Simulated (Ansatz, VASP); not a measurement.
## One calculation of ZrB4C2, two programs

```
CELL_PARAMETERS angstrom
-2.65040 2.65040 2.22659
2.65040 -2.65040 2.22659
2.65040 2.65040 -2.22659
ATOMIC_POSITIONS crystal
Zr 0.00000 0.00000 0.00000
B 0.33443 0.33443 0.66887
B 0.66557 0.33443 0.00000
B 0.33443 0.66557 0.00000
B 0.66557 0.66557 0.33113
C 0.25000 0.75000 0.50000
C 0.75000 0.25000 0.50000
```

Change from the starting cell: species swapped into the YbAl4Mo2 type (I4/mmm, No. 139).

Alike in both runs: task relaxation of cell and atoms; functional PBE; k mesh 12 × 12 × 12; occupations gaussian, width 0.1 eV; no spin polarisation.

|  | VASP | Ansatz |
| --- | --- | --- |
| version | VASP 6.6.1 | Ansatz 0.2.0 |
| potentials or method | VASP PAW PBE potentials, release 64 (Zr_sv, B, C), cutoff 600 eV | scalar-relativistic, plane waves, PAW |
| valence electrons in the cell | 32 | 32 |

Ansatz gave:

* gap on the k mesh at the Fermi level, each at its own relaxed structure (eV): none
* relaxed volume (Å³/atom): 8.89
* relaxed cell length with the largest relative difference (Å): 4.355

What did VASP give for the same quantities?

gap on the k mesh at the Fermi level, each at its own relaxed structure (eV): none; relaxed volume (Å³/atom): 8.89; relaxed cell length with the largest relative difference (Å): 4.354.

A gap of «none» marks a metal or a gap that the smearing closes.
